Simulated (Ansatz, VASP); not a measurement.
**K in VASP and in Ansatz**

INCAR

```
PREC     = Accurate       # precision mode
ENCUT    = 520            # plane-wave cutoff, eV
EDIFF    = 1E-6           # SCF threshold, eV
ISMEAR   = -1             # smearing method
SIGMA    = 0.05           # smearing width, eV
LREAL    = False          # projectors in reciprocal space
LASPH    = True           # aspherical terms in the spheres
NELM     = 60             # most SCF steps
ALGO     = Normal         # electronic algorithm
ISIF     = 2              # what is computed and relaxed
LWAVE    = False          # write WAVECAR
LCHARG   = True           # write CHGCAR
GGA      = PS             # functional
LELF     = True           # ELF
LVHAR    = True         
NBANDS   = 10             # bands
```

Contents of KPOINTS:

```
regular mesh
0
Gamma
  12 12 12
```

The input POSCAR:

```
K
1.0
   -2.0019844886      2.0019844886      2.0019844886
    2.0019844886     -2.0019844886      2.0019844886
    2.0019844886      2.0019844886     -2.0019844886
K
1
Direct
    0.0000000000      0.0000000000      0.0000000000
```

Input for Ansatz:

```yaml
crystal:
  lattice:
    - [-2.0019844886, 2.0019844886, 2.0019844886]
    - [2.0019844886, -2.0019844886, 2.0019844886]
    - [2.0019844886, 2.0019844886, -2.0019844886]
  atoms:
    - { symbol: K, position: [0.0, 0.0, 0.0] }
kpoints:
  mp_grid: { grid: [12, 12, 12] }
  band_path:
    path:
      - [0.0, 0.0, 0.0]
      - [0.5, -0.5, 0.5]
      - [0.0, 0.0, 0.5]
      - [0.0, 0.0, 0.0]
      - [0.25, 0.25, 0.25]
      - [0.5, -0.5, 0.5]
      - [0.25, 0.25, 0.25]
      - [0.0, 0.0, 0.5]
    npoints: 8
scf:
  occupations: { method: fermi_dirac, width: 0.05 }
hamiltonian:
  xc: pbesol
  pseudopotentials: { kind: all_electron, lapw: { basis_error: 0.001 } }
output:
  forces: true
  stress: true
  eigenvalues: true
  populations: true
  dos: { projected: true, de: 0.2, e_range: [-14, 8] }
```

Change from the starting cell: volume scaled by 0.45, LAPW.

Alike in both runs: task single point; functional PBEsol; k mesh 12 × 12 × 12; occupations fermi-dirac, width 0.05 eV; no spin polarisation.

|  | VASP | Ansatz |
| --- | --- | --- |
| version | VASP 6.6.1 | Ansatz 0.2.0 |
| potentials or method | VASP PAW PBE potentials, release 64 (K_sv), cutoff 520 eV | all-electron LAPW, scalar-relativistic |

|  | VASP | Ansatz | Ansatz less VASP |
| --- | --- | --- | --- |
| pressure (GPa) | 12.3 | 12.3 | -0.01 |

VASP's potentials were made for PBE, not for PBEsol. Ansatz ran all-electron here, and VASP with PAW potentials.
